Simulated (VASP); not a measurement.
The system is Ir.

```
Ir
1.0
     2.49000    0.00000    0.00000
     0.00000    2.49000    0.00000
     0.00000    0.00000    2.49000
Ir
1
Direct
  0.00000 0.00000 0.00000
```

This isn't the form of Ir at room conditions, which is fcc.

```yaml
Program: VASP 6.6.1
Task: relaxation of cell and atoms
Functional: LDA
Potentials_or_basis: VASP PAW LDA potentials, release 64 (Ir_sv_GW)
Cutoff: 560 eV
k_mesh: 9 × 9 × 9
Occupations: fermi-dirac, width 0.05 eV
Spin: no spin polarisation
```

At the start: pressure 14.5 GPa; volume 15.44 Å³/atom.

Question: How do energy, volume and symmetry change on relaxing?

Answer: Over 4 steps the energy falls by 29.6 meV/atom and the volume is 16.12 Å³/atom (+4.4 %); space group Pm-3m (No. 221, to 0.1 Å) before and after.

The path:
| step | energy change (eV) | largest force (eV/Å) | pressure (GPa) | volume (Å³) |
| --- | --- | --- | --- | --- |
| 1 | 0.0000 | 0.0000 | 14.47 | 15.44 |
| 2 | 0.2736 | 0.0000 | -31.48 | 18.77 |
| 3 | -0.0294 | 0.0000 | -0.89 | 16.17 |
| 4 | -0.0296 | 0.0000 | -0.03 | 16.12 |

Final structure:
```
CELL_PARAMETERS angstrom
2.52630 0.00000 0.00000
0.00000 2.52630 0.00000
0.00000 0.00000 2.52630
ATOMIC_POSITIONS crystal
Ir 0.00000 0.00000 0.00000
```
